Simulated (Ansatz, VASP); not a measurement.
**LiF: VASP beside Ansatz**

Contents of POSCAR:

```
LiF
1.0
    0.0000000000      1.9728864230      1.9728864230
    1.9728864230      0.0000000000      1.9728864230
    1.9728864230      1.9728864230      0.0000000000
F Li
1 1
Direct
    0.5000000000      0.5000000000      0.5000000000
    0.0000000000      0.0000000000      0.0000000000
```

Contents of INCAR.step1:

```
SYSTEM = LiF
ALGO     = Normal         ! electronic algorithm
EDIFF    = 1E-5           ! SCF threshold, eV
ENCUT    = 520            ! plane-wave cutoff, eV
GGA      = PE             ! functional
ISIF     = 2              ! what is computed and relaxed
ISMEAR   = -1             ! smearing method
LASPH    = .True.         ! aspherical terms in the spheres
LCHARG   = .False.        ! write CHGCAR
LREAL    = .False.        ! projectors in reciprocal space
LWAVE    = .True.         ! write WAVECAR
NBANDS   = 12             ! bands
NELM     = 80             ! most SCF steps
PREC     = Accurate       ! precision mode
SIGMA    = 0.05           ! smearing width, eV
```

File INCAR.step2:

```
SYSTEM = LiF
AEXX     = 0.25           ! exact-exchange fraction
ALGO     = Normal         ! electronic algorithm
EDIFF    = 1E-7           ! SCF threshold, eV
ENCUT    = 520            ! plane-wave cutoff, eV
GGA      = PE             ! functional
ISIF     = 2              ! what is computed and relaxed
ISMEAR   = -1             ! smearing method
ISTART   = 1            
LASPH    = .True.         ! aspherical terms in the spheres
LCHARG   = .False.        ! write CHGCAR
LHFCALC  = .True.         ! exact exchange
LREAL    = .False.        ! projectors in reciprocal space
LWAVE    = .False.        ! write WAVECAR
NBANDS   = 12             ! bands
NELM     = 80             ! most SCF steps
PREC     = Accurate       ! precision mode
PRECFOCK = Normal       
SIGMA    = 0.05           ! smearing width, eV
```

File KPOINTS:

```
k-points
0
Gamma
  8 8 8
  0 0 0
```

File input:

```
crystal:
  lattice:
    - [0.0, 1.972886423, 1.972886423]
    - [1.972886423, 0.0, 1.972886423]
    - [1.972886423, 1.972886423, 0.0]
  atoms:
    - { symbol: F, position: [0.5, 0.5, 0.5] }
    - { symbol: Li, position: [0.0, 0.0, 0.0] }
hamiltonian:
  xc: pbe0
  pseudopotentials: { kind: paw }
kpoints:
  mp_grid: { grid: [8, 8, 8] }
scf:
  occupations: { method: fermi_dirac, width: 0.05 }
output:
  forces: true
  stress: true
  eigenvalues: true
  write_density: true
  write_potential: true
  elf: true
  volumetric_format: npy
```

Alike in both runs: task single point; functional PBE0; k mesh 8 × 8 × 8; occupations fermi-dirac, width 0.05 eV; no spin polarisation.

```csv
,VASP,Ansatz
version,VASP 6.6.1,Ansatz 0.2.0
potentials or method,"VASP PAW PBE potentials, release 64 (F, Li_sv)",Ansatz PAW
plane-wave cutoff (eV),520,420
valence electrons in the cell,10,10
```

VASP gave:

* gap on the k mesh at the Fermi level (eV): 12.76
* least direct gap on the mesh (eV): 12.76

Q: What did Ansatz give for the same quantities?

A: gap on the k mesh at the Fermi level (eV): 12.77; least direct gap on the mesh (eV): 12.77.

The functional is the same, so the differences come from potentials, cutoffs and numerics.

Noted on VASP's run: the cutoff is short for stress, so the pressure is rough.
